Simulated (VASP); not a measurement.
# InSe (P6_3/mmc) in VASP: single point with PBE+D4

Aim: the single point of InSe with PBE+D4.

All numbers are computed with VASP 6.6.1; they aren't measurements. Logs are shortened: lines on timing, memory, paths and dates and some standing lists are left out, and cuts for length are marked.

### Step 1. The cell of the first run

Symmetry: P6_3/mmc, No. 194, hexagonal system. The conventional cell has a = 4.089 Å, b = 4.089 Å, c = 19.801 Å, α = 90.00°, β = 90.00°, γ = 120.00°. Within 3.5 Å of In (site symmetry 3m) lie 3 Se at 2.68 Å and 1 In at 2.83 Å. Se (site symmetry 3m) has 3 In at 2.68 Å within 3.5 Å.

### Step 2. Single point, PBE+D4

Contents of INCAR:

```
SYSTEM = InSe
ALGO     = Normal         ! electronic algorithm
EDIFF    = 1E-6           ! SCF threshold, eV
ENCUT    = 500            ! plane-wave cutoff, eV
GGA      = PE             ! functional
GGA_COMPAT= .False.      
ISIF     = 2              ! what is computed and relaxed
ISMEAR   = 0              ! smearing method
IVDW     = 13             ! dispersion correction
LASPH    = .True.         ! aspherical terms in the spheres
LCHARG   = .False.        ! write CHGCAR
LREAL    = .False.        ! projectors in reciprocal space
LWAVE    = .False.        ! write WAVECAR
NBANDS   = 48             ! bands
NELM     = 120            ! most SCF steps
PREC     = Accurate       ! precision mode
SIGMA    = 0.02           ! smearing width, eV
```

Contents of KPOINTS:

```
k-points
0
Gamma
  12 12 2
  0 0 0
```

Contents of POSCAR:

```
InSe
1.0
    4.0894933839      0.0000000000      0.0000000000
   -2.0447466920      3.5416051591      0.0000000000
    0.0000000000      0.0000000000     19.8012145963
In Se
4 4
Direct
    0.3333333333      0.6666666667      0.1786127577
    0.6666666667      0.3333333333      0.6786127577
    0.3333333333      0.6666666667      0.3213872423
    0.6666666667      0.3333333333      0.8213872423
    0.3333333333      0.6666666667      0.6143424129
    0.6666666667      0.3333333333      0.1143424129
    0.3333333333      0.6666666667      0.8856575871
    0.6666666667      0.3333333333      0.3856575871
```

Potentials or basis: VASP PAW PBE potentials, release 64 (In_d, Se).

Started as:

```
$ cat potpaw_PBE.64/In_d/POTCAR potpaw_PBE.64/Se/POTCAR > POTCAR
$ mpirun -np 1 vasp_std > vasp.out
```

OUTCAR:

```text
SYSTEM = InSe
   EDIFF = 1E-6
   ENCUT = 500
   GGA = PE
   ISIF = 2
   ISMEAR = 0
   IVDW = 13
   LASPH = .True.
   LREAL = .False.
   NELM = 120
   PREC = Accurate

 ion  position               nearest neighbor table
   1  0.333  0.667  0.179-   6 2.68   6 2.68   6 2.68   3 2.83
   2  0.667  0.333  0.679-   5 2.68   5 2.68   5 2.68   4 2.83
   3  0.333  0.667  0.321-   8 2.68   8 2.68   8 2.68   1 2.83
   4  0.667  0.333  0.821-   7 2.68   7 2.68   7 2.68   2 2.83
   5  0.333  0.667  0.614-   2 2.68   2 2.68   2 2.68
   6  0.667  0.333  0.114-   1 2.68   1 2.68   1 2.68
   7  0.333  0.667  0.886-   4 2.68   4 2.68   4 2.68
   8  0.667  0.333  0.386-   3 2.68   3 2.68   3 2.68

  LATTYP: Found a hexagonal cell.
 ALAT       =     4.0894933839
 C/A-ratio  =     4.8419725226

  Lattice vectors:

 A1 = (   4.0894933839,   0.0000000000,   0.0000000000)
 A2 = (  -2.0447466920,   3.5416051591,   0.0000000000)
 A3 = (   0.0000000000,   0.0000000000,  19.8012145963)

Analysis of symmetry for initial positions (statically):
=====================================================================
 Subroutine PRICEL returns:
 Original cell was already a primitive cell.

 Routine SETGRP: Setting up the symmetry group for a
 hexagonal supercell.

 Subroutine GETGRP returns: Found 24 space group operations
 (whereof 12 operations were pure point group operations)
 out of a pool of 24 trial point group operations.

The static configuration has the point symmetry D_3d.
 The point group associated with its full space group is D_6h.

Analysis of symmetry for dynamics (positions and initial velocities):
=====================================================================
 Subroutine PRICEL returns:
 Original cell was already a primitive cell.

 Routine SETGRP: Setting up the symmetry group for a
 hexagonal supercell.

 Subroutine GETGRP returns: Found 24 space group operations
 (whereof 12 operations were pure point group operations)
 out of a pool of 24 trial point group operations.

The dynamic configuration has the point symmetry D_3d.
 The point group associated with its full space group is D_6h.

 Subroutine INISYM returns: Found 24 space group operations
 (whereof 12 operations are pure point group operations),
 and found     1 'primitive' translations

----------------------------------------------------------------------------------------

                                     Primitive cell

  volume of cell :     286.7883

  direct lattice vectors                    reciprocal lattice vectors
     4.089493384  0.000000000  0.000000000     0.244529067  0.141178922  0.000000000
    -2.044746692  3.541605159  0.000000000     0.000000000  0.282357845  0.000000000
     0.000000000  0.000000000 19.801214596     0.000000000  0.000000000  0.050501953

  length of vectors
     4.089493384  4.089493384 19.801214596     0.282357845  0.282357845  0.050501953

  position of ions in fractional coordinates (direct lattice)
     0.333333333  0.666666667  0.178612758
     0.666666667  0.333333333  0.678612758
     0.333333333  0.666666667  0.321387242
     0.666666667  0.333333333  0.821387242
     0.333333333  0.666666667  0.614342413
     0.666666667  0.333333333  0.114342413
     0.333333333  0.666666667  0.885657587
     0.666666667  0.333333333  0.385657587

  ion indices of the primitive-cell ions
   primitive index   ion index
                 1           1
                 2           2
                 3           3
                 4           4
                 5           5
                 6           6
                 7           7
                 8           8

----------------------------------------------------------------------------------------

 KPOINTS: k-points

Automatic generation of k-mesh.
 Grid dimensions read from file:
 generate k-points for:   12   12    2

 Generating k-lattice:

  Cartesian coordinates                     Fractional coordinates (reciprocal lattice)
     0.020377422  0.011764910  0.000000000     0.083333333  0.000000000  0.000000000
     0.000000000  0.023529820  0.000000000     0.000000000  0.083333333  0.000000000
     0.000000000  0.000000000  0.025250976     0.000000000  0.000000000  0.500000000

  Length of vectors
     0.023529820  0.023529820  0.025250976

  Shift w.r.t. Gamma in fractional coordinates (k-lattice)
     0.000000000  0.000000000  0.000000000

 Subroutine IBZKPT returns following result:
 ===========================================

 Found     38 irreducible k-points:

 Following reciprocal coordinates:
            Coordinates               Weight
  0.000000  0.000000  0.000000      1.000000
  0.083333  0.000000  0.000000      6.000000
  0.166667 -0.000000  0.000000      6.000000
  0.250000  0.000000  0.000000      6.000000
  0.333333  0.000000  0.000000      6.000000
  0.416667  0.000000  0.000000      6.000000
[... 16 lines left out ...]
  0.250000  0.000000  0.500000      6.000000
  0.333333  0.000000  0.500000      6.000000
 [... further k-points ...]
   k-points           NKPTS =     38   k-points in BZ     NKDIM =     38   number of bands    NBANDS=     48
   number of dos      NEDOS =    301   number of ions     NIONS =      8
   total plane-waves  NPLWV = 129600
   dimension x,y,z NGX =    30 NGY =   30 NGZ =  144
   dimension x,y,z NGXF=    60 NGYF=   60 NGZF=  288
   ions per type =               4   4
   NGX,Y,Z   is equivalent  to a cutoff of  12.20, 12.20, 12.09 a.u.
   NGXF,Y,Z  is equivalent  to a cutoff of  24.39, 24.39, 24.18 a.u.
 SYSTEM =  InSe
   PREC   = accura    normal or accurate (medium, high low for compatibility)
   ISTART =      0    job   : 0-new  1-cont  2-samecut
   ICHARG =      2    charge: 1-file 2-atom 10-const
   ISPIN  =      1    spin polarized calculation?
   LNONCOLLINEAR =      F non collinear calculations
   LSORBIT =      F    spin-orbit coupling
   LASPH  =      T    aspherical Exc in radial PAW
   ENCUT  =  500.0 eV  36.75 Ry    6.06 a.u.   7.46  7.46 36.10*2*pi/ulx,y,z
   NELM   =    120;   NELMIN=  2; NELMDL= -5     # of ELM steps
   EDIFF  = 0.1E-05   stopping-criterion for ELM
   LREAL  =      F    real-space projection
   EDIFFG = 0.1E-04   stopping-criterion for IOM
   NSW    =      0    number of steps for IOM
   IBRION =     -1    ionic relax: 0-MD 1-quasi-New 2-CG
   NFREE  =      0    steps in history (QN), initial steepest desc. (CG)
   ISIF   =      2    stress and relaxation
   ISYM   =      2    0-nonsym 1-usesym 2-fastsym
   POTIM  = 0.5000    time-step for ionic-motion
   TEBEG  =    0.0;   TEEND  =   0.0 temperature during run
   PSTRESS=    0.0 pullay stress
   NELECT =      76.0000    total number of electrons
   NUPDOWN=      -1.0000    fix difference up-down
   EMIN   =  10.00;   EMAX   =-10.00  energy-range for DOS
   EFERMI =   0.00;   METHOD = LEGACY
   ISMEAR =     0;   SIGMA  =   0.02  broadening in eV -4-tet -1-fermi 0-gaus
   EFERMI_NEDOS =   21; number of points for ismear=-14 and -15
   IALGO  =     38    algorithm
   IMIX   =      4    mixing-type and parameters
     AMIX     =   0.40;   BMIX     =  1.00
     AMIX_MAG =   1.60;   BMIX_MAG =  1.00
  volume/ion in A,a.u.               =      35.85       241.92
  Fermi-wavevector in a.u.,A,eV,Ry     =   1.051539  1.987121 15.044438  1.105735
  Thomas-Fermi vector in A             =   2.186586
   LORBIT       =      0    0 simple, 1 ext, 2 COOP (PROOUT), +10 PAW based schemes
   GGA     = PE    functional components
   LHFCALC =     F    Hartree Fock is set to
   AEXX    =    0.0000 exact exchange contribution
   IVDW    =    13    specifies the selected vdW correction
   LEPSILON=     F    determine dielectric tensor
   LRPA    =     F    only Hartree local field effects (RPA)
 non-spin polarized calculation
 Gauss-broadening in eV      SIGMA  =   0.02
  energy-cutoff  :      500.00
  volume of cell :      286.79
 maximum number of plane-waves:      7326
 NGX is ok and might be reduce to    30
   NGX = 15   NGY = 15   NGZ = 73

 number of electron      76.0000047 magnetization

 Free energy of the ion-electron system (eV)
  ---------------------------------------------------
  ext. energy  EPLUGINS =         0.00000000
  ---------------------------------------------------
  free energy    TOTEN  =       -28.44665992 eV

  energy without entropy =      -28.44665992  energy(sigma->0) =      -28.44665992

 E-fermi :   1.9984     XC(G=0):  -7.7990

 val. band max:        1.8648298048   @ k =   0.0833   0.0000   0.0000
 cond. band min:       2.8700765960   @ k =   0.0000   0.0000   0.0000
 fundamental gap:      1.0052467913
 Fermi energy:         1.9983670481

 k-point     1 :       0.0000    0.0000    0.0000
  band No.  band energies     occupation
      1     -12.3597      2.00000
      2     -12.3597      2.00000
      3     -12.1902      2.00000
      4     -12.1902      2.00000
      5     -12.1902      2.00000
      6     -12.1902      2.00000
[... 40 lines left out ...]
     47       7.7355      0.00000
     48       7.7859      0.00000

 k-point     2 :       0.0833    0.0000    0.0000
  band No.  band energies     occupation
      1     -12.3593      2.00000
      2     -12.3593      2.00000
      3     -12.2101      2.00000
      4     -12.2099      2.00000
      5     -12.1892      2.00000
      6     -12.1892      2.00000
[... 40 lines left out ...]
     47       7.3781      0.00000
     48       7.5204      0.00000

 k-point     3 :       0.1667   -0.0000    0.0000
  band No.  band energies     occupation
      1     -12.3613      2.00000
      2     -12.3613      2.00000
      3     -12.2554      2.00000
      4     -12.2551      2.00000
      5     -12.1941      2.00000
      6     -12.1937      2.00000
[... 1060 lines left out ...]
     47       6.8674      0.00000
     48       6.8674      0.00000

 k-point    24 :       0.3333    0.0000    0.5000
  band No.  band energies     occupation
      1     -12.4136      2.00000
      2     -12.4136      2.00000
      3     -12.3119      2.00000
      4     -12.3119      2.00000
      5     -12.3046      2.00000
      6     -12.3046      2.00000
[... 40 lines left out ...]
     47       6.8790      0.00000
     48       6.8790      0.00000

 [... further k-points ...]

------------------------ aborting loop because EDIFF is reached ----------------------------------------

  DFT-D4 for vdW energy calculation

  Edisp (eV):   -2.11437

  FORCE on cell =-STRESS in cart. coord.  units (eV):
  Direction    XX          YY          ZZ          XY          YZ          ZX
  --------------------------------------------------------------------------------------
  -------------------------------------------------------------------------------------
  Total      -2.34581    -2.34581    -2.17877     0.00000     0.00000    -0.00000
  in kB     -13.10517   -13.10517   -12.17194     0.00000     0.00000    -0.00000
  external pressure =      -12.79 kB  Pullay stress =        0.00 kB

 VOLUME and BASIS-vectors are now :
 -----------------------------------------------------------------------------
  energy-cutoff  :      500.00
  volume of cell :      286.79
      direct lattice vectors                 reciprocal lattice vectors
     4.089493384  0.000000000  0.000000000     0.244529067  0.141178922  0.000000000
    -2.044746692  3.541605159  0.000000000     0.000000000  0.282357845  0.000000000
     0.000000000  0.000000000 19.801214596     0.000000000  0.000000000  0.050501953

 POSITION                                       TOTAL-FORCE (eV/Angst)
 -----------------------------------------------------------------------------------
     -0.00000      2.36107      3.53675         0.000000     -0.000000      0.063625
      2.04475      1.18054     13.43736        -0.000000      0.000000      0.063625
     -0.00000      2.36107      6.36386        -0.000000     -0.000000     -0.063625
      2.04475      1.18054     16.26447        -0.000000      0.000000     -0.063625
     -0.00000      2.36107     12.16473         0.000000     -0.000000      0.019119
      2.04475      1.18054      2.26412        -0.000000      0.000000      0.019119
     -0.00000      2.36107     17.53710         0.000000     -0.000000     -0.019119
      2.04475      1.18054      7.63649        -0.000000      0.000000     -0.019119
 -----------------------------------------------------------------------------------
    total drift:                               -0.000000      0.000000     -0.000000

  FREE ENERGIE OF THE ION-ELECTRON SYSTEM (eV)
  ---------------------------------------------------
  free  energy   TOTEN  =       -30.5610267257 eV

  energy  without entropy=      -30.5610267257  energy(sigma->0) =      -30.56102673
```

Wall time 8.1 min (1 thread of Intel Xeon Platinum 8259CL at 2.50GHz (Skylake/Cascade Lake), shared host); peak memory 0.58 GiB.

What came out:

```
Free energy                : -30.5610 eV
Pressure                   : -1.3 GPa
Largest force              : 0.064 eV/Å
Band gap on the k mesh     : 1.01 eV (least direct gap 1.02 eV)
Dispersion energy per atom : -0.264 eV
```

Forces in eV/Å, atoms in the order of the input:
```
In   0.000  0.000  0.064
In   0.000  0.000  0.064
In   0.000  0.000 -0.064
In   0.000  0.000 -0.064
Se   0.000  0.000  0.019
Se   0.000  0.000  0.019
Se   0.000  0.000 -0.019
Se   0.000  0.000 -0.019
```

Caveat: spin-orbit coupling is left out, which moves the levels of the heavy elements.
